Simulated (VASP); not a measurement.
# Ti3Al (Fm-3m) in VASP: notebook, part 2 of 2

VASP 6.6.1.

### Step 5. Single point, PBEsol, collinear spin, ferromagnetic start

This run uses another cell than the first one, of 12.19 Å³/atom, 0.857 times its volume.

Contents of INCAR:

```
SYSTEM = Ti3Al
PREC = Accurate
ENCUT = 520
EDIFF = 1E-6
ISMEAR = 0
SIGMA = 0.15
LREAL = .FALSE.
LASPH = .TRUE.
NELM = 150
ALGO = Normal
ISIF = 2
LWAVE = .FALSE.
LCHARG = .FALSE.
ISPIN = 2
MAGMOM = 0.2 0.2 0.2 0
LORBIT = 11
NUPDOWN = 0.6
LMAXMIX = 4
GGA = PS
NBANDS = 32
```

Contents of KPOINTS:

```
regular mesh
0
G
  12 12 12
  0 0 0
```

Contents of POSCAR:

```
Ti3Al
1.0
    0.0000000000      2.8993260424      2.8993260424
    2.8993260424      0.0000000000      2.8993260424
    2.8993260424      2.8993260424      0.0000000000
Ti Al
3 1
Direct
    0.7500000000      0.7500000000      0.7500000000
    0.2500000000      0.2500000000      0.2500000000
    0.0000000000      0.0000000000      0.0000000000
    0.5000000000      0.5000000000      0.5000000000
```

Potentials or basis: VASP PAW PBE potentials, release 64 (Ti_sv, Al).

Command:

```sh
$ cat potpaw_PBE.64/Ti_sv/POTCAR potpaw_PBE.64/Al/POTCAR > POTCAR
$ mpirun -np 1 vasp_std > vasp.out
```

OUTCAR:

```text
SYSTEM = Ti3Al
   PREC = Accurate
   ENCUT = 520
   EDIFF = 1E-6
   ISMEAR = 0
   LREAL = .FALSE.
   LASPH = .TRUE.
   NELM = 150
   ISIF = 2
   ISPIN = 2
   LORBIT = 11
   NUPDOWN = 0.6
   GGA = PS

 ion  position               nearest neighbor table
   1  0.750  0.750  0.750-   4 2.51   4 2.51   4 2.51   3 2.51   4 2.51   3 2.51   3 2.51   3 2.51
                             2 2.90   2 2.90   2 2.90   2 2.90   2 2.90   2 2.90
   2  0.250  0.250  0.250-   3 2.51   3 2.51   3 2.51   3 2.51   4 2.51   4 2.51   4 2.51   4 2.51
                             1 2.90   1 2.90   1 2.90   1 2.90   1 2.90   1 2.90
   3  0.000  0.000  0.000-   1 2.51   1 2.51   1 2.51   1 2.51   2 2.51   2 2.51   2 2.51   2 2.51
                             4 2.90   4 2.90   4 2.90   4 2.90   4 2.90   4 2.90
   4  0.500  0.500  0.500-   2 2.51   2 2.51   2 2.51   1 2.51   2 2.51   1 2.51   1 2.51   1 2.51
                             3 2.90   3 2.90   3 2.90   3 2.90   3 2.90   3 2.90

  LATTYP: Found a face centered cubic cell.
 ALAT       =     5.7986520848

  Lattice vectors:

 A1 = (   0.0000000000,   2.8993260424,   2.8993260424)
 A2 = (   2.8993260424,   0.0000000000,   2.8993260424)
 A3 = (   2.8993260424,   2.8993260424,   0.0000000000)

Analysis of symmetry for initial positions (statically):
=====================================================================
 Subroutine PRICEL returns:
 Original cell was already a primitive cell.

 Routine SETGRP: Setting up the symmetry group for a
 face centered cubic supercell.

 Subroutine GETGRP returns: Found 48 space group operations
 (whereof 48 operations were pure point group operations)
 out of a pool of 48 trial point group operations.

The static configuration has the point symmetry O_h .

Analysis of symmetry for dynamics (positions and initial velocities):
=====================================================================
 Subroutine PRICEL returns:
 Original cell was already a primitive cell.

 Routine SETGRP: Setting up the symmetry group for a
 face centered cubic supercell.

 Subroutine GETGRP returns: Found 48 space group operations
 (whereof 48 operations were pure point group operations)
 out of a pool of 48 trial point group operations.

The dynamic configuration has the point symmetry O_h .

Analysis of structural, dynamic, and magnetic symmetry:
=====================================================================
 Subroutine PRICEL returns:
 Original cell was already a primitive cell.

 Routine SETGRP: Setting up the symmetry group for a
 face centered cubic supercell.

 Subroutine GETGRP returns: Found 48 space group operations
 (whereof 48 operations were pure point group operations)
 out of a pool of 48 trial point group operations.

The overall configuration has the point symmetry O_h .

 Subroutine INISYM returns: Found 48 space group operations
 (whereof 48 operations are pure point group operations),
 and found     1 'primitive' translations

----------------------------------------------------------------------------------------

                                     Primitive cell

  volume of cell :      48.7440

  direct lattice vectors                    reciprocal lattice vectors
     0.000000000  2.899326042  2.899326042    -0.172453871  0.172453871  0.172453871
     2.899326042  0.000000000  2.899326042     0.172453871 -0.172453871  0.172453871
     2.899326042  2.899326042  0.000000000     0.172453871  0.172453871 -0.172453871

  length of vectors
[... 90 lines left out ...]
   IBRION =     -1    ionic relax: 0-MD 1-quasi-New 2-CG
   NFREE  =      0    steps in history (QN), initial steepest desc. (CG)
   ISIF   =      2    stress and relaxation
   ISYM   =      2    0-nonsym 1-usesym 2-fastsym
   POTIM  = 0.5000    time-step for ionic-motion
   TEBEG  =    0.0;   TEEND  =   0.0 temperature during run
   PSTRESS=    0.0 pullay stress
   NELECT =      39.0000    total number of electrons
   NUPDOWN=       0.6000    fix difference up-down
   EMIN   =  10.00;   EMAX   =-10.00  energy-range for DOS
   EFERMI =   0.00;   METHOD = LEGACY
   ISMEAR =     0;   SIGMA  =   0.15  broadening in eV -4-tet -1-fermi 0-gaus
   EFERMI_NEDOS =   21; number of points for ismear=-14 and -15
   IALGO  =     38    algorithm
   IMIX   =      4    mixing-type and parameters
     AMIX     =   0.40;   BMIX     =  1.00
     AMIX_MAG =   1.60;   BMIX_MAG =  1.00
  volume/ion in A,a.u.               =      12.19        82.24
  Fermi-wavevector in a.u.,A,eV,Ry     =   1.519810  2.872025 31.427044  2.309823
  Thomas-Fermi vector in A             =   2.628746
   LORBIT       =     11    0 simple, 1 ext, 2 COOP (PROOUT), +10 PAW based schemes
   GGA     = PS    functional components
   LHFCALC =     F    Hartree Fock is set to
   AEXX    =    0.0000 exact exchange contribution
   IVDW    =     0    specifies the selected vdW correction
   LEPSILON=     F    determine dielectric tensor
   LRPA    =     F    only Hartree local field effects (RPA)
 spin polarized calculation
 Gauss-broadening in eV      SIGMA  =   0.15
  energy-cutoff  :      520.00
  volume of cell :       48.74
 maximum number of plane-waves:      1363
   NGX = 15   NGY = 15   NGZ = 15

 number of electron      38.9999988 magnetization       0.6000000

 Free energy of the ion-electron system (eV)
  ---------------------------------------------------
  ext. energy  EPLUGINS =         0.00000000
  ---------------------------------------------------
  free energy    TOTEN  =       -27.50162181 eV

  energy without entropy =      -27.44486996  energy(sigma->0) =      -27.47324588

 E-fermi :  11.7398     XC(G=0): -12.9455

 val. band max:       11.7632369922   @ k =   0.3333   0.2500   0.0833
 cond. band min:      11.7406291707   @ k =  -0.3333   0.4167   0.0833
 fundamental gap:     -0.0226078215
 Fermi energy:        11.7833780735

 spin component 1

 k-point     1 :       0.0000    0.0000    0.0000
  band No.  band energies     occupation
      1     -44.1294      1.00000
      2     -43.7323      1.00000
      3     -43.5173      1.00000
      4     -20.6514      1.00000
      5     -20.6514      1.00000
      6     -20.6514      1.00000
[... 805 lines left out ...]
     30      18.2682      0.00000
     31      18.5148      0.00000

 [... further k-points ...]

 spin component 2

 k-point     1 :       0.0000    0.0000    0.0000
  band No.  band energies     occupation
      1     -43.9946      1.00000
      2     -43.6604      1.00000
      3     -43.3316      1.00000
      4     -20.4799      1.00000
      5     -20.4799      1.00000
      6     -20.4799      1.00000
[... 805 lines left out ...]
     30      18.3718      0.00000
     31      18.6123      0.00000

 [... further k-points ...]

 [bands above 31 left out]

------------------------ aborting loop because EDIFF is reached ----------------------------------------

  FORCE on cell =-STRESS in cart. coord.  units (eV):
  Direction    XX          YY          ZZ          XY          YZ          ZX
  --------------------------------------------------------------------------------------
  -------------------------------------------------------------------------------------
  Total       16.8686792     16.8686792     16.8686792     -0.0000000     -0.0000000      0.0000000
  in kB      554.4603527    554.4603527    554.4603527     -0.0000000     -0.0000000      0.0000000
  external PRESSURE =     554.4603527 kB  Pullay stress =       0.0000000 kB

 VOLUME and BASIS-vectors are now :
 -----------------------------------------------------------------------------
  energy-cutoff  :      520.00
  volume of cell :       48.74
      direct lattice vectors                 reciprocal lattice vectors
     0.000000000  2.899326042  2.899326042    -0.172453871  0.172453871  0.172453871
     2.899326042  0.000000000  2.899326042     0.172453871 -0.172453871  0.172453871
     2.899326042  2.899326042  0.000000000     0.172453871  0.172453871 -0.172453871

 POSITION                                       TOTAL-FORCE (eV/Angst)
 -----------------------------------------------------------------------------------
      4.34899      4.34899      4.34899        -0.000000     -0.000000      0.000000
      1.44966      1.44966      1.44966         0.000000      0.000000     -0.000000
      0.00000      0.00000      0.00000         0.000000      0.000000     -0.000000
      2.89933      2.89933      2.89933         0.000000      0.000000     -0.000000
 -----------------------------------------------------------------------------------
    total drift:                                0.000000     -0.000000      0.000000

  FREE ENERGIE OF THE ION-ELECTRON SYSTEM (eV)
  ---------------------------------------------------
  free  energy   TOTEN  =       -27.5016218081 eV

  energy  without entropy=      -27.4448699586  energy(sigma->0) =      -27.47324588

 total charge

# of ion       s       p       d       tot
------------------------------------------
    1        2.287   6.205   2.262  10.753
    2        2.287   6.205   2.262  10.753
    3        2.340   6.147   2.323  10.810
    4        0.461   0.561   0.000   1.022
--------------------------------------------------
tot          7.375  19.118   6.846  33.339

 magnetization (x)

# of ion       s       p       d       tot
------------------------------------------
    1        0.001   0.018   0.073   0.092
    2        0.001   0.018   0.073   0.092
    3        0.003   0.012   0.283   0.299
    4       -0.001   0.002   0.000   0.001
--------------------------------------------------
tot          0.004   0.051   0.429   0.484
```

OSZICAR:

```text
N       E                     dE             d eps       ncg     rms          rms(c)
DAV:   1     0.483743761346E+03    0.48374E+03   -0.18162E+04  9216   0.151E+03
DAV:   2     0.219620352661E+02   -0.46178E+03   -0.44711E+03  9432   0.465E+02
DAV:   3    -0.268297673905E+02   -0.48792E+02   -0.47422E+02 15648   0.133E+02
DAV:   4    -0.300718517831E+02   -0.32421E+01   -0.32114E+01 12216   0.305E+01
DAV:   5    -0.302209296682E+02   -0.14908E+00   -0.14906E+00 13016   0.582E+00    0.236E+01
DAV:   6    -0.273384362004E+02    0.28825E+01   -0.12180E+01 12464   0.278E+01    0.770E+00
DAV:   7    -0.276738971305E+02   -0.33546E+00   -0.26731E+00 13416   0.211E+01    0.605E+00
DAV:   8    -0.274305431916E+02    0.24335E+00   -0.74488E-01 12824   0.116E+01    0.385E+00
DAV:   9    -0.275022954911E+02   -0.71752E-01   -0.33884E-01 10248   0.391E+00    0.114E+00
DAV:  10    -0.275008776286E+02    0.14179E-02   -0.44475E-02 12496   0.179E+00    0.459E-01
DAV:  11    -0.275011383712E+02   -0.26074E-03   -0.30195E-03 11952   0.402E-01    0.288E-01
DAV:  12    -0.275015494931E+02   -0.41112E-03   -0.31563E-03  9496   0.383E-01    0.103E-01
DAV:  13    -0.275016242586E+02   -0.74766E-04   -0.34274E-04 10472   0.117E-01    0.191E-02
DAV:  14    -0.275016231211E+02    0.11376E-05   -0.10374E-05 12008   0.209E-02    0.110E-02
DAV:  15    -0.275016219461E+02    0.11750E-05   -0.33037E-06 10720   0.168E-02    0.453E-03
DAV:  16    -0.275016218081E+02    0.13799E-06   -0.55215E-07  5896   0.477E-03
   1 F= -.27501622E+02 E0= -.27473246E+02  d E =-.567518E-01  mag=     0.6000
```

It took 4.6 min on 1 thread of Intel Xeon 6975P-C (Granite Rapids), shared host; peak memory 0.3 GiB.

What came out:

* Free energy: -27.5016 eV
* Pressure: 55.4 GPa
* Net moment: 0.60 μB per cell
* Site moments: Ti +0.09, +0.30; Al +0.00 μB
* Valence electrons inside the program's atomic spheres: Ti 10.75, 10.81; Al 1.02

Caveat: the PAW data sets were made with another functional, which shifts forces and pressure a little; the total moment is fixed, so each spin has its own Fermi level.

### Step 6. Summary

| fixed moment (μB) | cell | pressure (GPa) | moment (μB) |
| --- | --- | --- | --- |
| 2.7 | a = 4.316 Å, angles 60.0°, 4 atoms | 21.6 | 2.70 |
| 1.8 | a = 4.211 Å, angles 60.0°, 4 atoms | 36.0 | 1.80 |
| 2.4 | a = 4.211 Å, angles 60.0°, 4 atoms | 37.0 | 2.40 |
| 0.6 | a = 4.100 Å, angles 60.0°, 4 atoms | 55.4 | 0.60 |

Alike in all rows: task single point; level PBEsol; potentials or basis VASP PAW PBE potentials, release 64 (Ti_sv, Al); spin collinear, ferromagnetic start; k mesh 12 × 12 × 12; cutoff (eV) 520; smearing gaussian 0.15 eV.

Caveats: the PAW data sets were made with another functional, which shifts forces and pressure a little; the total moment is fixed, so each spin has its own Fermi level.

Total energies depend on the potentials used, so only differences within one code and one set of settings carry meaning.
